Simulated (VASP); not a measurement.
Here is a VASP 6.6.1 calculation.

The input POSCAR:

```
C
1.0
    2.5657752576      0.0000000000      0.0000000000
   -1.2828876288      2.2220265535      0.0000000000
    0.0000000000      0.0000000000      4.2730910070
C
4
Direct
    0.3333333333      0.6666666667     -0.0000725761
    0.6666666667      0.3333333333      0.4999274239
    0.3333333333      0.6666666667      0.3750725761
    0.6666666667      0.3333333333      0.8750725761
```

INCAR.step1

```
SYSTEM = C
PREC     = Accurate       ! precision mode
ENCUT    = 520            ! plane-wave cutoff, eV
ISMEAR   = 0              ! smearing method
SIGMA    = 0.01           ! smearing width, eV
LREAL    = .FALSE.        ! projectors in reciprocal space
LASPH    = .TRUE.         ! aspherical terms in the spheres
NELM     = 60             ! most SCF steps
NBANDS   = 16             ! bands
GGA      = PE             ! functional
ALGO     = Normal         ! electronic algorithm
EDIFF    = 1E-4           ! SCF threshold, eV
LWAVE    = .TRUE.         ! write WAVECAR
LCHARG   = .FALSE.        ! write CHGCAR
```

File INCAR.step2:

```
SYSTEM = C
PREC     = Accurate       ! precision mode
ENCUT    = 520            ! plane-wave cutoff, eV
EDIFF    = 1E-7           ! SCF threshold, eV
ISMEAR   = 0              ! smearing method
SIGMA    = 0.01           ! smearing width, eV
LREAL    = .FALSE.        ! projectors in reciprocal space
LASPH    = .TRUE.         ! aspherical terms in the spheres
NELM     = 60             ! most SCF steps
ALGO     = Normal         ! electronic algorithm
ISIF     = 2              ! what is computed and relaxed
LWAVE    = .FALSE.        ! write WAVECAR
LCHARG   = .FALSE.        ! write CHGCAR
METAGGA  = R2SCAN         ! meta-GGA
LMIXTAU  = .TRUE.       
NBANDS   = 16             ! bands
ISTART   = 1
```

The input KPOINTS:

```
regular mesh
0
G
  12 12 6
  0 0 0
```

Potentials or basis: VASP PAW PBE potentials, release 64 (C).

Launch:

```sh
$ cat potpaw_PBE.64/C/POTCAR > POTCAR
$ cp INCAR.step1 INCAR
$ mpirun -np 1 vasp_std > vasp.out
$ cp INCAR.step2 INCAR
$ mpirun -np 1 vasp_std > vasp.out
```

(1) What does it give for the largest force?

(2) What does it give for the pressure?

(3) What does it give for the band gap on the k mesh?

Results:

(1) 0.008 eV/Å.

(2) -28.3 GPa.

(3) 3.84 eV (least direct gap 5.11 eV).

Caveat: the cell differs from its parent crystal (strain +2.5%); the cell stands under tension; the PAW data sets were made with another functional, which shifts forces and pressure a little.
